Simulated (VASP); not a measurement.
A run of VASP 6.6.1 is set up as follows.

File INCAR:

```
ALGO = Normal
EDIFF = 1E-6
ENCUT = 520
GGA = PE
ISIF = 2
ISMEAR = 0
LASPH = True
LCHARG = False
LREAL = False
LWAVE = False
NBANDS = 20
NELM = 80
PREC = Accurate
SIGMA = 0.1
```

File KPOINTS:

```
k-points
0
Gamma
  12 12 4
```

POSCAR

```
Mg2Br3
1.0
    4.1127963935      0.0000000000      0.0000000000
   -2.0563981968      3.5617861574      0.0000000000
    0.0000000000      0.0000000000     10.4711010606
Mg Br
2 3
Direct
    0.3333333333      0.6666666667      0.1729460412
    0.6666666667      0.3333333333      0.8270539588
    0.0000000000      0.0000000000      0.0000000000
    0.3333333333      0.6666666667      0.6967073961
    0.6666666667      0.3333333333      0.3032926039
```

Potentials or basis: VASP PAW PBE potentials, release 64 (Mg, Br).

The run is started by

```console
$ cat potpaw_PBE.64/Mg/POTCAR potpaw_PBE.64/Br/POTCAR > POTCAR
$ mpirun -np 1 vasp_std > vasp.out
```

What does it give for the band gap on the k mesh?

Zero (an odd number of electrons rules out a gap without spin polarisation).

What does it give for the largest force?

0.011 eV/Å.

Predict the pressure.

-0.1 GPa.

Forces in eV/Å, atoms in the order of the input:
```
Mg   0.000  0.000  0.002
Mg   0.000  0.000 -0.002
Br   0.000  0.000  0.000
Br   0.000  0.000  0.011
Br   0.000  0.000 -0.011
```

Caveat: this functional lacks dispersion, which binds layers or chains, so the pressure and a relaxed spacing across them are unreliable; an odd number of electrons without spin polarisation forces a metal; a magnetic or distorted state may lie lower.
